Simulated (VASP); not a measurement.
# SnTe3 (Fm-3m) in VASP: notebook

SnTe3 is run at these levels: r2SCAN, RPBE, PBEsol, PBE; tasks: single point, relaxation of cell and atoms.

Program: VASP 6.6.1. These are calculated values, not measurements. Logs are shortened: lines on timing, memory, paths and dates and some standing lists are left out, and cuts for length are marked.

## 1. The cell of the first run

The structure is cubic, space group Fm-3m (No. 225). Conventional cell: a = 7.745 Å, b = 7.745 Å, c = 7.745 Å, α = 90.00°, β = 90.00°, γ = 90.00°. Within 4.4 Å of Sn (site symmetry m-3m) lie 14 Te at 3.35 to 3.87 Å. Within 4.4 Å of Te (site symmetry -43m) lie 4 Sn at 3.35 Å and 10 Te at 3.35 to 3.87 Å. Te (site symmetry m-3m) has 8 Te at 3.35 Å and 6 Sn at 3.87 Å within 4.4 Å.

## 2. Single point, r2SCAN

Contents of POSCAR:

```
SnTe3
1.0
    0.0000000000      3.8725165282      3.8725165282
    3.8725165282      0.0000000000      3.8725165282
    3.8725165282      3.8725165282      0.0000000000
Sn Te
1 3
Direct
    0.0000000000      0.0000000000      0.0000000000
    0.2500000000      0.2500000000      0.2500000000
    0.7500000000      0.7500000000      0.7500000000
    0.5000000000      0.5000000000      0.5000000000
```

Contents of INCAR.step1:

```
SYSTEM = SnTe3
ALGO     = Normal         ! electronic algorithm
EDIFF    = 1E-5           ! SCF threshold, eV
ENCUT    = 550            ! plane-wave cutoff, eV
GGA      = PE             ! functional
GGA_COMPAT= .False.      
ISMEAR   = -1             ! smearing method
LASPH    = .True.         ! aspherical terms in the spheres
LCHARG   = .False.        ! write CHGCAR
LREAL    = .False.        ! projectors in reciprocal space
LWAVE    = .True.         ! write WAVECAR
NBANDS   = 24             ! bands
NELM     = 120            ! most SCF steps
PREC     = Accurate       ! precision mode
SIGMA    = 0.1            ! smearing width, eV
```

Contents of INCAR.step2:

```
SYSTEM = SnTe3
ALGO     = Normal         ! electronic algorithm
EDIFF    = 1E-6           ! SCF threshold, eV
ENCUT    = 550            ! plane-wave cutoff, eV
GGA_COMPAT= .False.      
ISIF     = 2              ! what is computed and relaxed
ISMEAR   = -1             ! smearing method
ISTART   = 1            
LASPH    = .True.         ! aspherical terms in the spheres
LCHARG   = .False.        ! write CHGCAR
LMIXTAU  = .True.       
LREAL    = .False.        ! projectors in reciprocal space
LWAVE    = .False.        ! write WAVECAR
METAGGA  = R2SCAN         ! meta-GGA
NBANDS   = 24             ! bands
NELM     = 120            ! most SCF steps
PREC     = Accurate       ! precision mode
SIGMA    = 0.1            ! smearing width, eV
```

Contents of KPOINTS:

```
k-points
0
Gamma
  4 4 4
  0 0 0
```

Potentials or basis: VASP PAW PBE potentials, release 64 (Sn_d, Te).

On the command line:

```sh
$ cat potpaw_PBE.64/Sn_d/POTCAR potpaw_PBE.64/Te/POTCAR > POTCAR
$ cp INCAR.step1 INCAR
$ mpirun -np 1 vasp_std > vasp.out
$ cp INCAR.step2 INCAR
$ mpirun -np 1 vasp_std > vasp.out
```

OUTCAR:

```text
SYSTEM = SnTe3
   EDIFF = 1E-6
   ENCUT = 550
   ISIF = 2
   ISMEAR = -1
   ISTART = 1
   LASPH = .True.
   LREAL = .False.
   METAGGA = R2SCAN
   NELM = 120
   PREC = Accurate

 ion  position               nearest neighbor table
   1  0.000  0.000  0.000-   3 3.35   3 3.35   3 3.35   2 3.35   3 3.35   2 3.35   2 3.35   2 3.35

   2  0.250  0.250  0.250-   1 3.35   1 3.35   1 3.35   1 3.35   4 3.35   4 3.35   4 3.35   4 3.35

   3  0.750  0.750  0.750-   4 3.35   4 3.35   4 3.35   1 3.35   4 3.35   1 3.35   1 3.35   1 3.35

   4  0.500  0.500  0.500-   2 3.35   2 3.35   2 3.35   2 3.35   3 3.35   3 3.35   3 3.35   3 3.35

  LATTYP: Found a face centered cubic cell.
 ALAT       =     7.7450330564

  Lattice vectors:

 A1 = (   0.0000000000,   3.8725165282,   3.8725165282)
 A2 = (   3.8725165282,   0.0000000000,   3.8725165282)
 A3 = (   3.8725165282,   3.8725165282,   0.0000000000)

Analysis of symmetry for initial positions (statically):
=====================================================================
 Subroutine PRICEL returns:
 Original cell was already a primitive cell.

 Routine SETGRP: Setting up the symmetry group for a
 face centered cubic supercell.

 Subroutine GETGRP returns: Found 48 space group operations
 (whereof 48 operations were pure point group operations)
 out of a pool of 48 trial point group operations.

The static configuration has the point symmetry O_h .

Analysis of symmetry for dynamics (positions and initial velocities):
=====================================================================
 Subroutine PRICEL returns:
 Original cell was already a primitive cell.

 Routine SETGRP: Setting up the symmetry group for a
 face centered cubic supercell.

 Subroutine GETGRP returns: Found 48 space group operations
 (whereof 48 operations were pure point group operations)
 out of a pool of 48 trial point group operations.

The dynamic configuration has the point symmetry O_h .

 Subroutine INISYM returns: Found 48 space group operations
 (whereof 48 operations are pure point group operations),
 and found     1 'primitive' translations

----------------------------------------------------------------------------------------

                                     Primitive cell

  volume of cell :     116.1475

  direct lattice vectors                    reciprocal lattice vectors
     0.000000000  3.872516528  3.872516528    -0.129115007  0.129115007  0.129115007
     3.872516528  0.000000000  3.872516528     0.129115007 -0.129115007  0.129115007
     3.872516528  3.872516528  0.000000000     0.129115007  0.129115007 -0.129115007

  length of vectors
     5.476565395  5.476565395  5.476565395     0.223633753  0.223633753  0.223633753

  position of ions in fractional coordinates (direct lattice)
     0.000000000  0.000000000  0.000000000
     0.250000000  0.250000000  0.250000000
     0.750000000  0.750000000  0.750000000
     0.500000000  0.500000000  0.500000000

  ion indices of the primitive-cell ions
   primitive index   ion index
                 1           1
                 2           2
                 3           3
                 4           4

----------------------------------------------------------------------------------------

 KPOINTS: k-points

Automatic generation of k-mesh.
 Grid dimensions read from file:
 generate k-points for:    4    4    4

 Generating k-lattice:

  Cartesian coordinates                     Fractional coordinates (reciprocal lattice)
    -0.032278752  0.032278752  0.032278752     0.250000000  0.000000000  0.000000000
     0.032278752 -0.032278752  0.032278752     0.000000000  0.250000000  0.000000000
     0.032278752  0.032278752 -0.032278752     0.000000000  0.000000000  0.250000000

  Length of vectors
     0.055908438  0.055908438  0.055908438

  Shift w.r.t. Gamma in fractional coordinates (k-lattice)
     0.000000000  0.000000000  0.000000000

 Subroutine IBZKPT returns following result:
 ===========================================

 Found      8 irreducible k-points:

 Following reciprocal coordinates:
            Coordinates               Weight
  0.000000  0.000000  0.000000      1.000000
  0.250000  0.000000  0.000000      8.000000
  0.500000  0.000000  0.000000      4.000000
  0.250000  0.250000  0.000000      6.000000
  0.500000  0.250000  0.000000     24.000000
 -0.250000  0.250000  0.000000     12.000000
  0.500000  0.500000  0.000000      3.000000
 -0.250000  0.500000  0.250000      6.000000
   k-points           NKPTS =      8   k-points in BZ     NKDIM =      8   number of bands    NBANDS=     24
   number of dos      NEDOS =    301   number of ions     NIONS =      4
   total plane-waves  NPLWV =  74088
   dimension x,y,z NGX =    42 NGY =   42 NGZ =   42
   dimension x,y,z NGXF=    84 NGYF=   84 NGZF=   84
   ions per type =               1   3
   NGX,Y,Z   is equivalent  to a cutoff of  12.75, 12.75, 12.75 a.u.
   NGXF,Y,Z  is equivalent  to a cutoff of  25.50, 25.50, 25.50 a.u.
 SYSTEM =  SnTe3
   PREC   = accura    normal or accurate (medium, high low for compatibility)
   ISTART =      1    job   : 0-new  1-cont  2-samecut
   ICHARG =      0    charge: 1-file 2-atom 10-const
   ISPIN  =      1    spin polarized calculation?
   LNONCOLLINEAR =      F non collinear calculations
   LSORBIT =      F    spin-orbit coupling
   LASPH  =      T    aspherical Exc in radial PAW
   ENCUT  =  550.0 eV  40.42 Ry    6.36 a.u.  10.47 10.47 10.47*2*pi/ulx,y,z
   NELM   =    120;   NELMIN=  2; NELMDL=  0     # of ELM steps
   EDIFF  = 0.1E-05   stopping-criterion for ELM
   LREAL  =      F    real-space projection
[... 7 lines left out ...]
   TEBEG  =    0.0;   TEEND  =   0.0 temperature during run
   PSTRESS=    0.0 pullay stress
   NELECT =      32.0000    total number of electrons
   NUPDOWN=      -1.0000    fix difference up-down
   EMIN   =  10.00;   EMAX   =-10.00  energy-range for DOS
   EFERMI =   0.00;   METHOD = LEGACY
   ISMEAR =    -1;   SIGMA  =   0.10  broadening in eV -4-tet -1-fermi 0-gaus
   EFERMI_NEDOS =   21; number of points for ismear=-14 and -15
   IALGO  =     38    algorithm
   IMIX   =      4    mixing-type and parameters
     AMIX     =   0.40;   BMIX     =  1.00
     AMIX_MAG =   1.60;   BMIX_MAG =  1.00
  volume/ion in A,a.u.               =      29.04       195.95
  Fermi-wavevector in a.u.,A,eV,Ry     =   1.065258  2.013046 15.439551  1.134775
  Thomas-Fermi vector in A             =   2.200804
   LORBIT       =      0    0 simple, 1 ext, 2 COOP (PROOUT), +10 PAW based schemes
   METAGGA = R2SCAN    functional components
   LHFCALC =     F    Hartree Fock is set to
   AEXX    =    0.0000 exact exchange contribution
   IVDW    =     0    specifies the selected vdW correction
   LEPSILON=     F    determine dielectric tensor
   LRPA    =     F    only Hartree local field effects (RPA)
 non-spin polarized calculation
  energy-cutoff  :      550.00
  volume of cell :      116.15
 maximum number of plane-waves:      3479
 NGX is ok and might be reduce to    42
   NGX = 21   NGY = 21   NGZ = 21

 number of electron      32.0000000 magnetization

 Free energy of the ion-electron system (eV)
  ---------------------------------------------------
  ext. energy  EPLUGINS =         0.00000000
  ---------------------------------------------------
  free energy    TOTEN  =      -100.00769186 eV

  energy without entropy =      -99.87777827  energy(sigma->0) =      -99.94273506

 E-fermi :   7.5036     XC(G=0): -10.5210

 val. band max:        7.4603294450   @ k =   0.5000   0.5000   0.0000
 cond. band min:       7.5808423101   @ k =   0.5000   0.2500   0.0000
 fundamental gap:      0.1205128651
 Fermi energy:         7.5035792277

 k-point     1 :       0.0000    0.0000    0.0000
  band No.  band energies     occupation
      1     -14.8620      2.00000
      2     -14.8620      2.00000
      3     -14.8620      2.00000
      4     -14.8567      2.00000
      5     -14.8567      2.00000
      6      -6.4583      2.00000
[... 16 lines left out ...]
     23      11.7711      0.00000
     24      18.0604      0.00000

 k-point     2 :       0.2500    0.0000    0.0000
  band No.  band energies     occupation
      1     -14.8625      2.00000
      2     -14.8615      2.00000
      3     -14.8615      2.00000
      4     -14.8567      2.00000
      5     -14.8567      2.00000
      6      -6.0568      2.00000
[... 16 lines left out ...]
     23      12.6003      0.00000
     24      16.9241      0.00000

 k-point     3 :       0.5000    0.0000    0.0000
  band No.  band energies     occupation
      1     -14.8632      2.00000
      2     -14.8612      2.00000
      3     -14.8612      2.00000
      4     -14.8567      2.00000
      5     -14.8567      2.00000
      6      -5.2508      2.00000
[... 16 lines left out ...]
     23      15.7476      0.00000
     24      15.7476      0.00000

 k-point     4 :       0.2500    0.2500    0.0000
  band No.  band energies     occupation
      1     -14.8632      2.00000
      2     -14.8611      2.00000
      3     -14.8611      2.00000
      4     -14.8571      2.00000
      5     -14.8564      2.00000
      6      -5.9207      2.00000
[... 16 lines left out ...]
     23      14.1931      0.00000
     24      16.3450      0.00000

 k-point     5 :       0.5000    0.2500    0.0000
  band No.  band energies     occupation
      1     -14.8633      2.00000
      2     -14.8612      2.00000
      3     -14.8607      2.00000
      4     -14.8571      2.00000
      5     -14.8565      2.00000
      6      -5.1073      2.00000
[... 16 lines left out ...]
     23      14.6139      0.00000
     24      15.4819      0.00000

 k-point     6 :      -0.2500    0.2500    0.0000
  band No.  band energies     occupation
      1     -14.8624      2.00000
      2     -14.8618      2.00000
      3     -14.8611      2.00000
      4     -14.8568      2.00000
      5     -14.8567      2.00000
      6      -5.4380      2.00000
[... 16 lines left out ...]
     23      15.3012      0.00000
     24      15.4244      0.00000

 k-point     7 :       0.5000    0.5000    0.0000
  band No.  band energies     occupation
      1     -14.8645      2.00000
      2     -14.8603      2.00000
      3     -14.8603      2.00000
      4     -14.8575      2.00000
      5     -14.8562      2.00000
      6      -4.5157      2.00000
[... 16 lines left out ...]
     23      13.6110      0.00000
     24      13.7140      0.00000

 k-point     8 :      -0.2500    0.5000    0.2500
  band No.  band energies     occupation
      1     -14.8624      2.00000
      2     -14.8624      2.00000
      3     -14.8603      2.00000
      4     -14.8572      2.00000
      5     -14.8565      2.00000
      6      -4.4528      2.00000
[... 16 lines left out ...]
     23      14.8078      0.00000
     24      15.1569      0.00000

------------------------ aborting loop because EDIFF is reached ----------------------------------------

  FORCE on cell =-STRESS in cart. coord.  units (eV):
  Direction    XX          YY          ZZ          XY          YZ          ZX
  --------------------------------------------------------------------------------------
  -------------------------------------------------------------------------------------
  Total       -0.0245173     -0.0245173     -0.0245173      0.0000000      0.0000000      0.0000000
  in kB       -0.3381999     -0.3381999     -0.3381999      0.0000000      0.0000000      0.0000000
  external PRESSURE =      -0.3381999 kB  Pullay stress =       0.0000000 kB

 VOLUME and BASIS-vectors are now :
 -----------------------------------------------------------------------------
  energy-cutoff  :      550.00
  volume of cell :      116.15
      direct lattice vectors                 reciprocal lattice vectors
     0.000000000  3.872516528  3.872516528    -0.129115007  0.129115007  0.129115007
     3.872516528  0.000000000  3.872516528     0.129115007 -0.129115007  0.129115007
     3.872516528  3.872516528  0.000000000     0.129115007  0.129115007 -0.129115007

 POSITION                                       TOTAL-FORCE (eV/Angst)
 -----------------------------------------------------------------------------------
      0.00000      0.00000      0.00000        -0.000000      0.000000     -0.000000
      1.93626      1.93626      1.93626        -0.000000      0.000000      0.000000
      5.80877      5.80877      5.80877         0.000000     -0.000000     -0.000000
      3.87252      3.87252      3.87252        -0.000000      0.000000     -0.000000
 -----------------------------------------------------------------------------------
    total drift:                               -0.000000      0.000000      0.000000

  FREE ENERGIE OF THE ION-ELECTRON SYSTEM (eV)
  ---------------------------------------------------
  free  energy   TOTEN  =      -100.0076918577 eV

  energy  without entropy=      -99.8777782688  energy(sigma->0) =      -99.94273506
```

It took 72 s on 1 thread of Intel Xeon Platinum 8488C (Sapphire Rapids), shared host; peak memory 0.28 GiB.

Results:

| Property | Result |
| --- | --- |
| Free energy | -100.0077 eV |
| Pressure | 0.0 GPa |
| Band gap on the k mesh | zero (band 16 reaches 7.92 eV, above the bottom of band 17 at 5.60 eV) |

Caveat: the PAW data sets were made with another functional, which shifts forces and pressure a little; spin-orbit coupling is left out, which moves the levels of the heavy elements.

## 3. Relaxation of cell and atoms, RPBE

This run uses another cell than the first one, of 28.78 Å³/atom, 0.991 times its volume.

Contents of INCAR:

```
  PREC = Accurate
  ENCUT = 500
  EDIFF = 1E-7
  ISMEAR = -1
  SIGMA = 0.1
  LREAL = F
  LASPH = T
  NELM = 120
  ALGO = Normal
  ISIF = 3
  LWAVE = F
  LCHARG = F
  GGA = RP
  IBRION = 2
  NSW = 80
  EDIFFG = -0.01
  GGA_COMPAT = F
  NELMIN = 4
```

Contents of KPOINTS:

```
Automatic mesh
0
Gamma
  4 4 4
```

Contents of POSCAR:

```
SnTe3
1.0
    0.0000000000      3.8612200000      3.8612200000
    3.8612200000      0.0000000000      3.8612200000
    3.8612200000      3.8612200000      0.0000000000
Sn Te
1 3
Direct
    0.0000000000      0.0000000000      0.0000000000
    0.2500000000      0.2500000000      0.2500000000
    0.7500000000      0.7500000000      0.7500000000
    0.5000000000      0.5000000000      0.5000000000
```

Potentials or basis: VASP PAW PBE potentials, release 64 (Sn_d, Te).

On the command line:

```sh
$ cat potpaw_PBE.64/Sn_d/POTCAR potpaw_PBE.64/Te/POTCAR > POTCAR
$ mpirun -np 1 vasp_std > vasp.out
```

It took 33 s on 1 thread of Intel Xeon Platinum 8488C (Sapphire Rapids), shared host; peak memory 0.25 GiB.

It converged, with:

| Item | Value |
| --- | --- |
| Free energy | -11.1665 eV |
| Relaxed volume | 29.85 Å³/atom |
| Relaxed cell | a = 5.527 Å, b = 5.527 Å, c = 5.527 Å, α = 60.00°, β = 60.00°, γ = 60.00° |
| Space group after relaxing (to 0.05 Å) | Fm-3m (No. 225) |
| Energy gained by relaxing | 5.7 meV/atom |
| Ionic steps | 3 |
| Pressure after relaxing | 0.0 GPa |
| Band gap on the k mesh | zero (band 16 reaches 7.72 eV, above the bottom of band 17 at 5.62 eV) |

The path:
```
step  energy change (eV)  largest force (eV/Å)  pressure (GPa)  volume (Å³)
   1              0.0000                0.0000            1.76       115.13
   2             -0.0214                0.0000           -0.39       120.50
   3             -0.0228                0.0000            0.01       119.41
```

Final structure:
```
Sn Te
1.0
     0.00000    3.90845    3.90845
     3.90845    0.00000    3.90845
     3.90845    3.90845    0.00000
Sn Te
1 3
Direct
  0.00000 0.00000 0.00000
  0.25000 0.25000 0.25000
  0.75000 0.75000 0.75000
  0.50000 0.50000 0.50000
```

Levels at points of the mesh, in eV from the Fermi level:
```tsv
k point	band 11	band 12	band 13	band 14	band 15	band 16	band 17	band 18	band 19	band 20
(0.00, 0.00, 0.00)	-3.15	-3.15	-3.14	-3.14	-3.14	-1.73	-1.73	-1.73	3.19	3.19
(0.50, 0.00, 0.00)	-4.03	-3.25	-3.25	-2.01	-1.90	0.37	0.37	1.17	1.83	1.83
(0.50, 0.50, 0.00)	-5.37	-1.55	-0.99	-0.57	-0.57	0.02	0.17	0.17	2.06	3.22
```

Caveat: the PAW data sets were made with another functional, which shifts forces and pressure a little; spin-orbit coupling is left out, which moves the levels of the heavy elements.

## 4. Relaxation of cell and atoms, PBEsol

This run uses another cell than the first one, of 28.78 Å³/atom, 0.991 times its volume.

Contents of INCAR:

```
PREC     = Accurate       # precision mode
ENCUT    = 500            # plane-wave cutoff, eV
EDIFF    = 1E-7           # SCF threshold, eV
ISMEAR   = -1             # smearing method
SIGMA    = 0.1            # smearing width, eV
LREAL    = False          # projectors in reciprocal space
LASPH    = True           # aspherical terms in the spheres
NELM     = 120            # most SCF steps
ALGO     = Normal         # electronic algorithm
ISIF     = 3              # what is computed and relaxed
LWAVE    = False          # write WAVECAR
LCHARG   = False          # write CHGCAR
GGA      = PS             # functional
IBRION   = 2              # ionic algorithm
NSW      = 80             # ionic steps
EDIFFG   = -0.01          # ionic threshold
GGA_COMPAT= False        
NELMIN   = 4
```

KPOINTS is that of step 3.

POSCAR is that of step 3.

On the command line:

```sh
$ cat potpaw_PBE.64/Sn_d/POTCAR potpaw_PBE.64/Te/POTCAR > POTCAR
$ mpirun -np 1 vasp_std > vasp.out
```

Wall time 34 s (1 thread of Intel Xeon Platinum 8488C (Sapphire Rapids), shared host); peak memory 0.25 GiB.

Results (log left out):

| Item | Value |
| --- | --- |
| Free energy | -14.4897 eV |
| Relaxed volume | 27.46 Å³/atom |
| Relaxed cell | a = 5.376 Å, b = 5.376 Å, c = 5.376 Å, α = 60.00°, β = 60.00°, γ = 60.00° |
| Space group after relaxing (to 0.05 Å) | Fm-3m (No. 225) |
| Energy gained by relaxing | 10.6 meV/atom |
| Ionic steps | 3 |
| Pressure after relaxing | 0.0 GPa |
| Band gap on the k mesh | zero (band 16 reaches 8.60 eV, above the bottom of band 17 at 6.22 eV) |

Step by step:
```csv
step,energy change (eV),largest force (eV/Å),pressure (GPa),volume (Å³)
1,0.0000,0.0000,-2.47,115.13
2,-0.0359,0.0000,1.11,107.89
3,-0.0426,0.0000,0.00,109.86
```

Final structure:
```
Sn Te
1.0
     0.00000    3.80129    3.80129
     3.80129    0.00000    3.80129
     3.80129    3.80129    0.00000
Sn Te
1 3
Direct
  0.00000 0.00000 0.00000
  0.25000 0.25000 0.25000
  0.75000 0.75000 0.75000
  0.50000 0.50000 0.50000
```

Levels at points of the mesh, in eV from the Fermi level:
```tsv
k point	band 12	band 13	band 14	band 15	band 16	band 17	band 18	band 19	band 20
(0.00, 0.00, 0.00)	-3.53	-3.51	-3.51	-3.51	-1.99	-1.99	-1.99	2.88	2.88
(0.50, 0.00, 0.00)	-3.67	-3.67	-2.04	-1.98	0.39	0.39	1.42	1.76	1.76
(0.50, 0.50, 0.00)	-1.55	-0.88	-0.61	-0.61	0.07	0.17	0.17	2.18	3.38
```

Caveat: the PAW data sets were made with another functional, which shifts forces and pressure a little; spin-orbit coupling is left out, which moves the levels of the heavy elements.

(Continued in part 2 of 2.)
